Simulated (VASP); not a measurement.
Crystal: YTl.

```
CELL_PARAMETERS angstrom
3.75100 0.00000 0.00000
0.00000 3.75100 0.00000
0.00000 0.00000 3.75100
ATOMIC_POSITIONS crystal
Y 0.50000 0.50000 0.50000
Tl 0.00000 0.00000 0.00000
```

Base run:

- Program: VASP 6.6.1
- Functional: PBEsol
- Potentials or basis: VASP PAW PBE potentials, release 64 (Y_sv, Tl_d)
- Cutoff: 520 eV
- k mesh: 5 × 5 × 5
- Occupations: fermi-dirac, width 0.15 eV
- Spin: no spin polarisation

Its results: pressure -0.5 GPa.

Problem. The run is repeated on the same cell with these changes: k mesh from 5 × 5 × 5 to 3 × 3 × 3. What comes out?

Solution. Pressure 0.2 GPa.

Caveats: some runs use coarse meshes; the PAW data sets were made with another functional, which shifts forces and pressure a little.
